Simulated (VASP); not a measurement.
# Sc6As (P6/mmm) in VASP: single point with PBE

Aim: the single point of Sc6As with PBE.

Program: VASP 6.6.1. These are calculated values, not measurements. Logs are shortened: lines on timing, memory, paths and dates and some standing lists are left out, and cuts for length are marked.

### 1 The cell of the first run

It takes space group P6/mmm (No. 191, hexagonal). The conventional cell has a = 7.908 Å, b = 7.908 Å, c = 2.941 Å, α = 90.00°, β = 90.00°, γ = 120.00°. Within 3.7 Å of Sc (site symmetry mm2) lie 6 Sc at 2.82 to 3.03 Å and 2 As at 3.18 Å. As (site symmetry 6/mmm) has 2 As at 2.94 Å and 12 Sc at 3.18 Å within 3.9 Å.

### 2 Single point, PBE

The input, INCAR:

```
PREC = Accurate ; ENCUT = 520
EDIFF = 1E-6 ; ISMEAR = 0
SIGMA = 0.2 ; LREAL = False
LASPH = True ; NELM = 60
ALGO = Normal ; ISIF = 2
LWAVE = False ; LCHARG = False
GGA = PE ; NBANDS = 44
```

The input, KPOINTS:

```
Automatic mesh
0
Gamma
  3 3 4
```

The input, POSCAR:

```
Sc6As
1.0
    7.9078418924      0.0000000000      0.0000000000
   -3.9539209462      6.8483919679      0.0000000000
    0.0000000000      0.0000000000      2.9410310663
Sc As
6 1
Direct
    0.7942570480      0.2057429520      0.5000000000
    0.7942570480      0.5885140960      0.5000000000
    0.4114859040      0.2057429520      0.5000000000
    0.2057429520      0.7942570480      0.5000000000
    0.2057429520      0.4114859040      0.5000000000
    0.5885140960      0.7942570480      0.5000000000
    0.0000000000      0.0000000000      0.0000000000
```

Potentials or basis: VASP PAW PBE potentials, release 64 (Sc_sv, As).

Command:

```
> cat potpaw_PBE.64/Sc_sv/POTCAR potpaw_PBE.64/As/POTCAR > POTCAR
> mpirun -np 1 vasp_std > vasp.out
```

OUTCAR:

```text
PREC = Accurate
   ENCUT = 520
   EDIFF = 1E-6
   ISMEAR = 0
   LREAL = False
   LASPH = True
   NELM = 60
   ISIF = 2
   GGA = PE

 ion  position               nearest neighbor table
   1  0.794  0.206  0.500-   6 2.82   5 2.82   2 3.03   3 3.03
   2  0.794  0.589  0.500-   4 2.82   6 2.82   1 3.03   3 3.03
   3  0.411  0.206  0.500-   4 2.82   5 2.82   2 3.03   1 3.03
   4  0.206  0.794  0.500-   3 2.82   2 2.82   5 3.03   6 3.03
   5  0.206  0.411  0.500-   1 2.82   3 2.82   4 3.03   6 3.03
   6  0.589  0.794  0.500-   1 2.82   2 2.82   5 3.03   4 3.03
   7  0.000  0.000  0.000-

  LATTYP: Found a hexagonal cell.
 ALAT       =     7.9078418924
 C/A-ratio  =     0.3719132358

  Lattice vectors:

 A1 = (   7.9078418924,   0.0000000000,   0.0000000000)
 A2 = (  -3.9539209462,   6.8483919679,   0.0000000000)
 A3 = (   0.0000000000,   0.0000000000,   2.9410310663)

Analysis of symmetry for initial positions (statically):
=====================================================================
 Subroutine PRICEL returns:
 Original cell was already a primitive cell.

 Routine SETGRP: Setting up the symmetry group for a
 hexagonal supercell.

 Subroutine GETGRP returns: Found 24 space group operations
 (whereof 24 operations were pure point group operations)
 out of a pool of 24 trial point group operations.

The static configuration has the point symmetry D_6h.

Analysis of symmetry for dynamics (positions and initial velocities):
=====================================================================
 Subroutine PRICEL returns:
 Original cell was already a primitive cell.

 Routine SETGRP: Setting up the symmetry group for a
 hexagonal supercell.

 Subroutine GETGRP returns: Found 24 space group operations
 (whereof 24 operations were pure point group operations)
 out of a pool of 24 trial point group operations.

The dynamic configuration has the point symmetry D_6h.

 Subroutine INISYM returns: Found 24 space group operations
 (whereof 24 operations are pure point group operations),
 and found     1 'primitive' translations

----------------------------------------------------------------------------------------

                                     Primitive cell
[... 84 lines left out ...]
   NELM   =     60;   NELMIN=  2; NELMDL= -5     # of ELM steps
   EDIFF  = 0.1E-05   stopping-criterion for ELM
   LREAL  =      F    real-space projection
   EDIFFG = 0.1E-04   stopping-criterion for IOM
   NSW    =      0    number of steps for IOM
   IBRION =     -1    ionic relax: 0-MD 1-quasi-New 2-CG
   NFREE  =      0    steps in history (QN), initial steepest desc. (CG)
   ISIF   =      2    stress and relaxation
   ISYM   =      2    0-nonsym 1-usesym 2-fastsym
   POTIM  = 0.5000    time-step for ionic-motion
   TEBEG  =    0.0;   TEEND  =   0.0 temperature during run
   PSTRESS=    0.0 pullay stress
   NELECT =      71.0000    total number of electrons
   NUPDOWN=      -1.0000    fix difference up-down
   EMIN   =  10.00;   EMAX   =-10.00  energy-range for DOS
   EFERMI =   0.00;   METHOD = LEGACY
   ISMEAR =     0;   SIGMA  =   0.20  broadening in eV -4-tet -1-fermi 0-gaus
   EFERMI_NEDOS =   21; number of points for ismear=-14 and -15
   IALGO  =     38    algorithm
   IMIX   =      4    mixing-type and parameters
     AMIX     =   0.40;   BMIX     =  1.00
     AMIX_MAG =   1.60;   BMIX_MAG =  1.00
  volume/ion in A,a.u.               =      22.75       153.55
  Fermi-wavevector in a.u.,A,eV,Ry     =   1.250582  2.363258 21.278908  1.563956
  Thomas-Fermi vector in A             =   2.384570
   LORBIT       =      0    0 simple, 1 ext, 2 COOP (PROOUT), +10 PAW based schemes
   GGA     = PE    functional components
   LHFCALC =     F    Hartree Fock is set to
   AEXX    =    0.0000 exact exchange contribution
   IVDW    =     0    specifies the selected vdW correction
   LEPSILON=     F    determine dielectric tensor
   LRPA    =     F    only Hartree local field effects (RPA)
 non-spin polarized calculation
 Gauss-broadening in eV      SIGMA  =   0.20
  energy-cutoff  :      520.00
  volume of cell :      159.27
 maximum number of plane-waves:      4323
 NGX is ok and might be reduce to    60
   NGX = 29   NGY = 29   NGZ = 11

 number of electron      70.9999991 magnetization

 Free energy of the ion-electron system (eV)
  ---------------------------------------------------
  ext. energy  EPLUGINS =         0.00000000
  ---------------------------------------------------
  free energy    TOTEN  =       -40.44250671 eV

  energy without entropy =      -40.25182969  energy(sigma->0) =      -40.34716820

 E-fermi :   4.3642     XC(G=0): -10.1127

 val. band max:        4.3118831382   @ k =   0.3333   0.3333   0.0000
 cond. band min:       4.4054579428   @ k =   0.3333   0.0000   0.2500
 fundamental gap:      0.0935748046
 Fermi energy:         4.3642254731

 k-point     1 :       0.0000    0.0000    0.0000
  band No.  band energies     occupation
      1     -45.1145      2.00000
      2     -45.0499      2.00000
      3     -45.0499      2.00000
      4     -45.0037      2.00000
      5     -44.9956      2.00000
      6     -44.9956      2.00000
[... 412 lines left out ...]
     43       5.8853      0.00000
     44       5.9135      0.00000

------------------------ aborting loop because EDIFF is reached ----------------------------------------

  FORCE on cell =-STRESS in cart. coord.  units (eV):
  Direction    XX          YY          ZZ          XY          YZ          ZX
  --------------------------------------------------------------------------------------
  -------------------------------------------------------------------------------------
  Total        0.0056156      0.0056156      0.0497274      0.0000000      0.0000000      0.0000000
  in kB        0.0564890      0.0564890      0.5002186      0.0000000      0.0000000      0.0000000
  external PRESSURE =       0.2043989 kB  Pullay stress =       0.0000000 kB

 VOLUME and BASIS-vectors are now :
 -----------------------------------------------------------------------------
  energy-cutoff  :      520.00
  volume of cell :      159.27
      direct lattice vectors                 reciprocal lattice vectors
     7.907841892  0.000000000  0.000000000     0.126456752  0.073009840  0.000000000
    -3.953920946  6.848391968  0.000000000     0.000000000  0.146019679  0.000000000
     0.000000000  0.000000000  2.941031066     0.000000000  0.000000000  0.340016810

 POSITION                                       TOTAL-FORCE (eV/Angst)
 -----------------------------------------------------------------------------------
      5.46737      1.40901      1.47052        -0.006141      0.003545      0.000000
      3.95392      4.03038      1.47052         0.000000     -0.007091     -0.000000
      2.44047      1.40901      1.47052         0.006141      0.003545      0.000000
     -1.51345      5.43938      1.47052         0.006141     -0.003545     -0.000000
      0.00000      2.81802      1.47052        -0.000000      0.007091      0.000000
      1.51345      5.43938      1.47052        -0.006141     -0.003545     -0.000000
      0.00000      0.00000      0.00000         0.000000      0.000000     -0.000000
 -----------------------------------------------------------------------------------
    total drift:                               -0.000000     -0.000000     -0.000000

  FREE ENERGIE OF THE ION-ELECTRON SYSTEM (eV)
  ---------------------------------------------------
  free  energy   TOTEN  =       -40.4425067092 eV

  energy  without entropy=      -40.2518296923  energy(sigma->0) =      -40.34716820
```

stdout:

```text
POSCAR found type information on POSCAR ScAs
 POSCAR found :  2 types and       7 ions
 scaLAPACK will be used
 LDA part: xc-table for (Slater+PW92), standard interpolation
 POSCAR, INCAR and KPOINTS ok, starting setup
 FFT: planning ... GRIDC
 FFT: planning ... GRID_SOFT
 FFT: planning ... GRID
 WAVECAR not read
 entering main loop
```

Wall time 53 s (1 thread of AMD EPYC 9R45 (Zen 5), shared host); peak memory 0.27 GiB.

Results:

* Free energy: -40.4425 eV
* Pressure: 0.0 GPa
* Largest force: 0.007 eV/Å

Forces on the atoms (eV/Å):
```
Sc  -0.006  0.004  0.000
Sc   0.000 -0.007  0.000
Sc   0.006  0.004  0.000
Sc   0.006 -0.004  0.000
Sc   0.000  0.007  0.000
Sc  -0.006 -0.004  0.000
As   0.000  0.000  0.000
```

Levels at points of the mesh, in eV from the Fermi level:
```tsv
k point	band 32	band 33	band 34	band 35	band 36	band 37	band 38	band 39	band 40	band 41
(0.00, 0.00, 0.00)	-0.76	-0.41	-0.31	-0.31	-0.28	-0.28	0.38	0.54	0.65	0.65
(0.00, 0.00, 0.50)	-1.04	-0.56	-0.22	0.19	0.19	0.76	0.76	0.77	0.80	0.86
```

Caveat: the k points lie up to 0.53 Å⁻¹ apart.
